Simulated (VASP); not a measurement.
# NaCl (P6_3/mmc) in VASP: further runs

NaCl is run at these levels: PBE; tasks: single point, relaxation of cell and atoms.

Program: VASP 6.6.1. These are calculated values, not measurements. Logs are shortened: lines on timing, memory, paths and dates and some standing lists are left out, and cuts for length are marked.

## (1) The cell of the first run

The structure is hexagonal, space group P6_3/mmc (No. 194). The conventional cell has a = 3.972 Å, b = 3.972 Å, c = 13.708 Å, α = 90.00°, β = 90.00°, γ = 120.00°. Within 3.7 Å of Na (site symmetry -3m) lie 6 Cl at 2.83 Å. Within 3.8 Å of Na (site symmetry -6m2) lie 6 Cl at 2.89 Å. Within 3.7 Å of Cl (site symmetry 3m) lie 6 Na at 2.83 to 2.89 Å and 1 Cl at 3.52 Å.

## (2) Single point, PBE

File INCAR:

```
SYSTEM = NaCl
PREC = Accurate ; ENCUT = 500
EDIFF = 1E-6 ; ISMEAR = 0
SIGMA = 0.02 ; LREAL = .False.
LASPH = .True. ; NELM = 120
ALGO = Normal ; ISIF = 2
LWAVE = .False. ; LCHARG = .False.
GGA = PE ; NBANDS = 38
GGA_COMPAT = .False.
```

File KPOINTS:

```
regular mesh
0
Gamma
  9 9 3
  0 0 0
```

File POSCAR:

```
NaCl
1.0
    3.9723817259      0.0000000000      0.0000000000
   -1.9861908629      3.4401834881      0.0000000000
    0.0000000000      0.0000000000     13.7081399808
Na Cl
4 4
Direct
    0.0000000000      0.0000000000      0.0000000000
    0.3333333333      0.6666666667      0.2500000000
    0.0000000000      0.0000000000      0.5000000000
    0.6666666667      0.3333333333      0.7500000000
    0.6666666667      0.3333333333      0.1214284905
    0.6666666667      0.3333333333      0.3785715095
    0.3333333333      0.6666666667      0.6214284905
    0.3333333333      0.6666666667      0.8785715095
```

Potentials or basis: VASP PAW PBE potentials, release 64 (Na_pv, Cl).

The run is started by

```sh
$ cat potpaw_PBE.64/Na_pv/POTCAR potpaw_PBE.64/Cl/POTCAR > POTCAR
$ mpirun -np 1 vasp_std > vasp.out
```

OUTCAR:

```text
SYSTEM = NaCl
   PREC = Accurate
   ENCUT = 500
   EDIFF = 1E-6
   ISMEAR = 0
   LREAL = .False.
   LASPH = .True.
   NELM = 120
   ISIF = 2
   GGA = PE

 ion  position               nearest neighbor table
   1  0.000  0.000  0.000-
   2  0.333  0.667  0.250-
   3  0.000  0.000  0.500-
   4  0.667  0.333  0.750-
   5  0.667  0.333  0.121-
   6  0.667  0.333  0.379-
   7  0.333  0.667  0.621-
   8  0.333  0.667  0.879-

  LATTYP: Found a hexagonal cell.
 ALAT       =     3.9723817259
 C/A-ratio  =     3.4508617063

  Lattice vectors:

 A1 = (   3.9723817259,   0.0000000000,   0.0000000000)
 A2 = (  -1.9861908629,   3.4401834881,   0.0000000000)
 A3 = (   0.0000000000,   0.0000000000,  13.7081399808)

Analysis of symmetry for initial positions (statically):
=====================================================================
 Subroutine PRICEL returns:
 Original cell was already a primitive cell.

 Routine SETGRP: Setting up the symmetry group for a
 hexagonal supercell.

 Subroutine GETGRP returns: Found 24 space group operations
 (whereof 12 operations were pure point group operations)
 out of a pool of 24 trial point group operations.

The static configuration has the point symmetry D_3d.
 The point group associated with its full space group is D_6h.

Analysis of symmetry for dynamics (positions and initial velocities):
=====================================================================
 Subroutine PRICEL returns:
 Original cell was already a primitive cell.

 Routine SETGRP: Setting up the symmetry group for a
 hexagonal supercell.

 Subroutine GETGRP returns: Found 24 space group operations
 (whereof 12 operations were pure point group operations)
 out of a pool of 24 trial point group operations.

The dynamic configuration has the point symmetry D_3d.
 The point group associated with its full space group is D_6h.

 Subroutine INISYM returns: Found 24 space group operations
 (whereof 12 operations are pure point group operations),
 and found     1 'primitive' translations

----------------------------------------------------------------------------------------
[... 96 lines left out ...]
   ISTART =      0    job   : 0-new  1-cont  2-samecut
   ICHARG =      2    charge: 1-file 2-atom 10-const
   ISPIN  =      1    spin polarized calculation?
   LNONCOLLINEAR =      F non collinear calculations
   LSORBIT =      F    spin-orbit coupling
   LASPH  =      T    aspherical Exc in radial PAW
   ENCUT  =  500.0 eV  36.75 Ry    6.06 a.u.   7.24  7.24 24.99*2*pi/ulx,y,z
   NELM   =    120;   NELMIN=  2; NELMDL= -5     # of ELM steps
   EDIFF  = 0.1E-05   stopping-criterion for ELM
   LREAL  =      F    real-space projection
[... 7 lines left out ...]
   TEBEG  =    0.0;   TEEND  =   0.0 temperature during run
   PSTRESS=    0.0 pullay stress
   NELECT =      56.0000    total number of electrons
   NUPDOWN=      -1.0000    fix difference up-down
   EMIN   =  10.00;   EMAX   =-10.00  energy-range for DOS
   EFERMI =   0.00;   METHOD = LEGACY
   ISMEAR =     0;   SIGMA  =   0.02  broadening in eV -4-tet -1-fermi 0-gaus
   EFERMI_NEDOS =   21; number of points for ismear=-14 and -15
   IALGO  =     38    algorithm
   IMIX   =      4    mixing-type and parameters
     AMIX     =   0.40;   BMIX     =  1.00
     AMIX_MAG =   1.60;   BMIX_MAG =  1.00
  volume/ion in A,a.u.               =      23.42       158.02
  Fermi-wavevector in a.u.,A,eV,Ry     =   1.094629  2.068550 16.302687  1.198214
  Thomas-Fermi vector in A             =   2.230938
   LORBIT       =      0    0 simple, 1 ext, 2 COOP (PROOUT), +10 PAW based schemes
   GGA     = PE    functional components
   LHFCALC =     F    Hartree Fock is set to
   AEXX    =    0.0000 exact exchange contribution
   IVDW    =     0    specifies the selected vdW correction
   LEPSILON=     F    determine dielectric tensor
   LRPA    =     F    only Hartree local field effects (RPA)
 non-spin polarized calculation
 Gauss-broadening in eV      SIGMA  =   0.02
  energy-cutoff  :      500.00
  volume of cell :      187.33
 maximum number of plane-waves:      4783
 NGX is ok and might be reduce to    30

 number of electron      56.0000031 magnetization

 Free energy of the ion-electron system (eV)
  ---------------------------------------------------
  ext. energy  EPLUGINS =         0.00000000
  ---------------------------------------------------
  free energy    TOTEN  =       -26.86825016 eV

  energy without entropy =      -26.86825016  energy(sigma->0) =      -26.86825016

 E-fermi :  -0.6843     XC(G=0):  -7.9631

 val. band max:       -0.8150232814   @ k =   0.1111  -0.0000   0.0000
 cond. band min:       3.9158556321   @ k =   0.0000   0.0000   0.0000
 fundamental gap:      4.7308789134
 Fermi energy:        -0.6842875092

 k-point     1 :       0.0000    0.0000    0.0000
  band No.  band energies     occupation
      1     -22.0695      2.00000
      2     -22.0695      2.00000
      3     -22.0695      2.00000
      4     -22.0695      2.00000
      5     -22.0582      2.00000
      6     -22.0579      2.00000
[... 973 lines left out ...]
     37       8.6511      0.00000
     38       8.6511      0.00000

------------------------ aborting loop because EDIFF is reached ----------------------------------------

  FORCE on cell =-STRESS in cart. coord.  units (eV):
  Direction    XX          YY          ZZ          XY          YZ          ZX
  --------------------------------------------------------------------------------------
  -------------------------------------------------------------------------------------
  Total       -0.0716599     -0.0716599     -0.0642799     -0.0000000     -0.0000000      0.0000000
  in kB       -0.6128800     -0.6128800     -0.5497623     -0.0000000     -0.0000000      0.0000000
  external PRESSURE =      -0.5918408 kB  Pullay stress =       0.0000000 kB

 VOLUME and BASIS-vectors are now :
 -----------------------------------------------------------------------------
  energy-cutoff  :      500.00
  volume of cell :      187.33
      direct lattice vectors                 reciprocal lattice vectors
     3.972381726  0.000000000  0.000000000     0.251738143  0.145341085  0.000000000
    -1.986190863  3.440183488  0.000000000     0.000000000  0.290682170  0.000000000
     0.000000000  0.000000000 13.708139981     0.000000000  0.000000000  0.072949357

 POSITION                                       TOTAL-FORCE (eV/Angst)
 -----------------------------------------------------------------------------------
      0.00000      0.00000      0.00000         0.000000      0.000000      0.000000
     -0.00000      2.29346      3.42703         0.000000     -0.000000      0.000000
      0.00000      0.00000      6.85407         0.000000      0.000000      0.000000
      1.98619      1.14673     10.28110        -0.000000      0.000000      0.000000
      1.98619      1.14673      1.66456        -0.000000      0.000000      0.000337
      1.98619      1.14673      5.18951         0.000000     -0.000000     -0.000337
     -0.00000      2.29346      8.51863        -0.000000      0.000000      0.000337
     -0.00000      2.29346     12.04358         0.000000     -0.000000     -0.000337
 -----------------------------------------------------------------------------------
    total drift:                                0.000000     -0.000000      0.000000

  FREE ENERGIE OF THE ION-ELECTRON SYSTEM (eV)
  ---------------------------------------------------
  free  energy   TOTEN  =       -26.8682501553 eV

  energy  without entropy=      -26.8682501553  energy(sigma->0) =      -26.86825016
```

stdout:

```text
POSCAR found type information on POSCAR NaCl
 POSCAR found :  2 types and       8 ions
 scaLAPACK will be used
 LDA part: xc-table for (Slater+PW92), standard interpolation
 POSCAR, INCAR and KPOINTS ok, starting setup
 FFT: planning ... GRIDC
 FFT: planning ... GRID_SOFT
 FFT: planning ... GRID
 WAVECAR not read
 entering main loop
```

Run time: 2.9 min. Hardware: 1 thread of Oxide Virtual Turin-like, shared host; peak memory 0.3 GiB.

Results:

```
Free energy            : -26.8683 eV
Pressure               : -0.1 GPa
Band gap on the k mesh : 4.73 eV (least direct gap 4.75 eV)
```

## (3) Relaxation of cell and atoms, PBE

This run uses another cell than the first one: it holds 4 atoms, not 8.

File INCAR:

```
SYSTEM = NaCl
PREC = Accurate ; ENCUT = 500
EDIFF = 1E-7 ; ISMEAR = 0
SIGMA = 0.02 ; LREAL = .False.
LASPH = .True. ; NELM = 120
ALGO = Normal ; ISIF = 3
LWAVE = .False. ; LCHARG = .False.
GGA = PE ; IBRION = 2
NSW = 65 ; EDIFFG = -0.01
GGA_COMPAT = .False. ; NELMIN = 4
```

File KPOINTS:

```
regular mesh
0
Gamma
  9 9 6
  0 0 0
```

File POSCAR:

```
NaCl
1.0
    4.0267341621      0.0000000000      0.0000000000
   -2.0133670810      3.4872540787      0.0000000000
    0.0000000000      0.0000000000      6.5756344870
Na Cl
2 2
Direct
    0.0000000000      0.0000000000      0.0000000000
    0.0000000000      0.0000000000      0.5000000000
    0.3333333333      0.6666666667      0.2500000000
    0.6666666667      0.3333333333      0.7500000000
```

Potentials or basis: VASP PAW PBE potentials, release 64 (Na_pv, Cl).

The run is started by

```sh
$ cat potpaw_PBE.64/Na_pv/POTCAR potpaw_PBE.64/Cl/POTCAR > POTCAR
$ mpirun -np 1 vasp_std > vasp.out
```

OUTCAR:

```text
SYSTEM = NaCl
   PREC = Accurate
   ENCUT = 500
   EDIFF = 1E-7
   ISMEAR = 0
   LREAL = .False.
   LASPH = .True.
   NELM = 120
   ISIF = 3
   GGA = PE
   IBRION = 2
   NSW = 65
   EDIFFG = -0.01
   NELMIN = 4

 ion  position               nearest neighbor table
   1  0.000  0.000  0.000-
   2  0.000  0.000  0.500-
   3  0.333  0.667  0.250-
   4  0.667  0.333  0.750-

  LATTYP: Found a hexagonal cell.
 ALAT       =     4.0267341621
 C/A-ratio  =     1.6329944373

  Lattice vectors:

 A1 = (   4.0267341621,   0.0000000000,   0.0000000000)
 A2 = (  -2.0133670810,   3.4872540787,   0.0000000000)
 A3 = (   0.0000000000,   0.0000000000,   6.5756344870)

Analysis of symmetry for initial positions (statically):
=====================================================================
 Subroutine PRICEL returns:
 Original cell was already a primitive cell.

 Routine SETGRP: Setting up the symmetry group for a
 hexagonal supercell.

 Subroutine GETGRP returns: Found 24 space group operations
[... 178 lines left out ...]
  Direction    XX          YY          ZZ          XY          YZ          ZX
  --------------------------------------------------------------------------------------
  -------------------------------------------------------------------------------------
  Total       -0.3682782     -0.3682782      0.8940404     -0.0000000     -0.0000000      0.0000000
  in kB       -6.3901697     -6.3901697     15.5129179     -0.0000000     -0.0000000      0.0000000
  external PRESSURE =       0.9108595 kB  Pullay stress =       0.0000000 kB
[... 139 lines left out ...]
--------------------------------------- Ionic step        5  -------------------------------------------

 number of electron      28.0000002 magnetization

 Free energy of the ion-electron system (eV)
  ---------------------------------------------------
  ext. energy  EPLUGINS =         0.00000000
  ---------------------------------------------------
  free energy    TOTEN  =       -13.45387762 eV

  energy without entropy =      -13.45387762  energy(sigma->0) =      -13.45387762

 E-fermi :  -0.7370     XC(G=0):  -8.0280

 val. band max:       -0.8349892554   @ k =   0.0000   0.0000   0.0000
 cond. band min:       4.0666443436   @ k =   0.0000   0.0000   0.0000
 fundamental gap:      4.9016335991
 Fermi energy:        -0.7370168966

 k-point     1 :       0.0000    0.0000    0.0000
  band No.  band energies     occupation
      1     -21.9062      2.00000
      2     -21.8603      2.00000
      3     -21.8603      2.00000
      4     -21.8548      2.00000
      5     -21.8548      2.00000
      6     -21.8507      2.00000
[... 481 lines left out ...]
      5     -21.8669      2.00000
      6     -21.8514      2.00000
[... 10 lines left out ...]
     17       7.9362      0.00000
     18       8.4585      0.00000

 [... further k-points ...]

------------------------ aborting loop because EDIFF is reached ----------------------------------------

  FORCE on cell =-STRESS in cart. coord.  units (eV):
  Direction    XX          YY          ZZ          XY          YZ          ZX
  --------------------------------------------------------------------------------------
  -------------------------------------------------------------------------------------
  Total       -0.0194455     -0.0194455     -0.0033822     -0.0000000      0.0000000      0.0000000
  in kB       -0.3365886     -0.3365886     -0.0585434     -0.0000000      0.0000000      0.0000000
  external PRESSURE =      -0.2439069 kB  Pullay stress =       0.0000000 kB
[... 19 lines left out ...]
  FREE ENERGIE OF THE ION-ELECTRON SYSTEM (eV)
  ---------------------------------------------------
  free  energy   TOTEN  =       -13.4538776226 eV

  energy  without entropy=      -13.4538776226  energy(sigma->0) =      -13.45387762

 reached required accuracy - stopping structural energy minimisation
```

OSZICAR:

```text
N       E                     dE             d eps       ncg     rms          rms(c)
DAV:   1     0.259301724099E+03    0.25930E+03   -0.13761E+04  1760   0.155E+03
[... 47 lines left out ...]
DAV:   2    -0.134542255456E+02    0.18614E-02   -0.37022E-03  1888   0.516E-01    0.125E-01
DAV:   3    -0.134539068500E+02    0.31870E-03   -0.80028E-04  2160   0.262E-01    0.611E-02
DAV:   4    -0.134538782347E+02    0.28615E-04   -0.28286E-05  2598   0.533E-02    0.624E-03
DAV:   5    -0.134538772979E+02    0.93684E-06   -0.45801E-06  1864   0.123E-02    0.281E-03
DAV:   6    -0.134538774977E+02   -0.19978E-06   -0.16261E-07  1590   0.586E-03    0.159E-03
DAV:   7    -0.134538776819E+02   -0.18426E-06   -0.75594E-08   976   0.260E-03    0.304E-04
DAV:   8    -0.134538776226E+02    0.59340E-07   -0.15523E-08   916   0.154E-03
   5 F= -.13453878E+02 E0= -.13453878E+02  d E =-.146120E-03
```

Wall time 2.3 min (1 thread of Oxide Virtual Turin-like, shared host); peak memory 0.19 GiB.

What came out:

```yaml
Free_energy: -13.4539 eV
Relaxed_volume: 23.14 Å³/atom
Relaxed_cell: a = 3.955 Å, b = 3.955 Å, c = 6.833 Å, α = 90.00°, β = 90.00°, γ = 120.00°
Space_group_after_relaxing_to_0.1_Å: P6_3/mmc (No. 194)
Energy_gained_by_relaxing: 6.1 meV/atom
Ionic_steps: 5
Pressure_after_relaxing: 0.0 GPa
Band_gap_on_the_k_mesh: 4.90 eV
```

The path:
| step | energy change (eV) | largest force (eV/Å) | pressure (GPa) | volume (Å³) |
| --- | --- | --- | --- | --- |
| 1 | 0.0000 | 0.0000 | 0.09 | 92.34 |
| 2 | -0.0112 | 0.0000 | 0.03 | 92.51 |
| 3 | -0.0241 | 0.0000 | -0.11 | 92.90 |
| 4 | -0.0241 | 0.0000 | -0.11 | 92.89 |
| 5 | -0.0243 | 0.0000 | -0.02 | 92.56 |

Final structure:
```
Na Cl
1.0
     3.95511    0.00000    0.00000
    -1.97756    3.42523    0.00000
     0.00000    0.00000    6.83252
Na Cl
2 2
Direct
  0.00000 0.00000 0.00000
  0.00000 0.00000 0.50000
  0.33333 0.66667 0.25000
  0.66667 0.33333 0.75000
```

Levels at points of the mesh, in eV from the valence-band top:
```tsv
k point	band 10	band 11	band 12	band 13	band 14	band 15	band 16	band 17	band 18
(0.00, 0.00, 0.00)	-0.21	-0.20	-0.20	0.00	0.00	4.90	7.27	9.92	10.20
(0.00, 0.00, 0.50)	-1.20	-0.10	-0.10	-0.10	-0.10	6.34	6.34	9.66	9.66
```

A k mesh can miss the band edges.

(Part 1 of 2 ends here.)
